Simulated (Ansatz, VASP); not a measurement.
**Two plane-wave programs on AlRu**

File POSCAR:

```
AlRu
1.0
    3.0813480000      0.0000000000      0.0000000000
    0.0000000000      3.0813480000      0.0000000000
    0.0000000000      0.0000000000      2.9916000000
Al Ru
1 1
Direct
    0.0000000000      0.0000000000      0.0000000000
    0.5000000000      0.5000000000      0.5000000000
```

The input INCAR.step1:

```
  ALGO = Normal
  EDIFF = 1E-4
  ENCUT = 520
  GGA = PE
  ISMEAR = 0
  LASPH = T
  LCHARG = F
  LREAL = F
  LWAVE = T
  NBANDS = 16
  NELM = 100
  PREC = Accurate
  SIGMA = 0.15
```

Contents of INCAR.step2:

```
  ALGO = Normal
  EDIFF = 1E-7
  ENCUT = 520
  ISIF = 2
  ISMEAR = 0
  ISTART = 1
  LASPH = T
  LCHARG = F
  LMIXTAU = T
  LREAL = F
  LWAVE = F
  METAGGA = R2SCAN
  NBANDS = 16
  NELM = 100
  PREC = Accurate
  SIGMA = 0.15
```

File KPOINTS:

```
k-points
0
Gamma
  16 16 16
```

Input for Ansatz:

```yaml
crystal:
  lattice:
    - [3.081348, 0.0, 0.0]
    - [0.0, 3.081348, 0.0]
    - [0.0, 0.0, 2.9916]
  atoms:
    - { symbol: Al, position: [0.0, 0.0, 0.0] }
    - { symbol: Ru, position: [0.5, 0.5, 0.5] }
basis:
  ecutwfc: 500
kpoints:
  mp_grid: { grid: [16, 16, 16] }
hamiltonian:
  xc: r2scan
scf:
  occupations: { method: gaussian, width: 0.15 }
output:
  forces: true
  stress: true
  eigenvalues: true
```

Change from the starting cell: strain +0.030 along x and y, +0.000 along z, atoms carried along.

Alike in both runs: task single point; functional r2SCAN; k mesh 16 × 16 × 16; occupations gaussian, width 0.15 eV; no spin polarisation.

|  | VASP | Ansatz |
| --- | --- | --- |
| version | VASP 6.6.1 | Ansatz 0.2.0 |
| potentials or method | VASP PAW PBE potentials, release 64 (Al, Ru_pv), cutoff 520 eV | scalar-relativistic, plane waves, PAW |
| valence electrons in the cell | 17 | 19 |

Ansatz gave:

| Item | Value |
| --- | --- |
| gap on the k mesh at the Fermi level (eV) | none |
| pressure (GPa) | -12.9 |
| traceless stress, the component that is largest in VASP (GPa) | 3.13 |

Q: What did VASP give for the same quantities?

A: gap on the k mesh at the Fermi level (eV): none; pressure (GPa): -12.8; traceless stress, the component that is largest in VASP (GPa): 3.14.

VASP's potentials were made for PBE, not for r2SCAN. A gap of «none» marks a metal or a gap that the smearing closes. VASP's potentials hold 17 valence electrons a cell and Ansatz's 19, so a difference there can come from the potentials and not from the codes.
